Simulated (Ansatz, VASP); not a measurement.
**Hf: VASP beside Ansatz**

The input INCAR:

```
  PREC = Accurate
  ENCUT = 600
  EDIFF = 1E-6
  ISMEAR = -1
  SIGMA = 0.1
  LREAL = F
  LASPH = T
  NELM = 80
  ALGO = Normal
  ISIF = 3
  LWAVE = F
  LCHARG = F
  GGA = PE
  IBRION = 2
  NSW = 80
  EDIFFG = -0.01
```

The input KPOINTS:

```
regular mesh
0
Gamma
  5 5 5
```

POSCAR

```
Hf
1.0
    5.6361846402      0.0000000000      0.0000000000
    0.0000000000      5.6361846402      0.0000000000
    0.0000000000      0.0000000000      5.6361846402
Hf
8
Direct
    0.0000000000      0.0000000000      0.0000000000
    0.5000000000      0.5000000000      0.5000000000
    0.2500000000      0.0000000000      0.5000000000
    0.7500000000      0.0000000000      0.5000000000
    0.5000000000      0.2500000000      0.0000000000
    0.5000000000      0.7500000000      0.0000000000
    0.0000000000      0.5000000000      0.2500000000
    0.0000000000      0.5000000000      0.7500000000
```

Input for Ansatz:

```yaml
crystal:
  lattice:
    - [5.6361846402, 0.0, 0.0]
    - [0.0, 5.6361846402, 0.0]
    - [0.0, 0.0, 5.6361846402]
  atoms:
    - { symbol: Hf, position: [0.0, 0.0, 0.0] }
    - { symbol: Hf, position: [0.5, 0.5, 0.5] }
    - { symbol: Hf, position: [0.25, 0.0, 0.5] }
    - { symbol: Hf, position: [0.75, 0.0, 0.5] }
    - { symbol: Hf, position: [0.5, 0.25, 0.0] }
    - { symbol: Hf, position: [0.5, 0.75, 0.0] }
    - { symbol: Hf, position: [0.0, 0.5, 0.25] }
    - { symbol: Hf, position: [0.0, 0.5, 0.75] }
hamiltonian:
  xc: pbe
  pseudopotentials:
    kind: paw
    azcp:
      Hf: "pseudopotentials/Hf.paw.azcp"
basis:
  ecutwfc: 420
  fft_grid_basis: typed
kpoints:
  mp_grid: { grid: [5, 5, 5], shift: [0, 0, 0] }
magnetization:
  spin_polarized: false
scf:
  occupations: { method: fermi_dirac, width: 0.1 }
relax:
  max_steps: 60
  f_tol: 0.01
  cell: {}
```

Alike in both runs: task relaxation of cell and atoms; functional PBE; k mesh 5 × 5 × 5; occupations fermi-dirac, width 0.1 eV; no spin polarisation.

|  | VASP | Ansatz |
| --- | --- | --- |
| version | VASP 6.6.1 | Ansatz 0.2.0 |
| potentials or method | VASP PAW PBE potentials, release 64 (Hf_pv), cutoff 600 eV | plane waves (420 eV) with PAW, scalar-relativistic |
| valence electrons in the cell | 80 | 208 |

```tsv
	VASP	Ansatz	Ansatz less VASP
relaxed volume (Å³/atom)	22.50	22.60	+0.094
relaxed cell length with the largest relative difference (Å)	5.646	5.654	+0.0078
```

VASP's potentials hold 80 valence electrons a cell and Ansatz's 208, so a difference there can come from the potentials and not from the codes.

Spin-orbit coupling is off throughout.
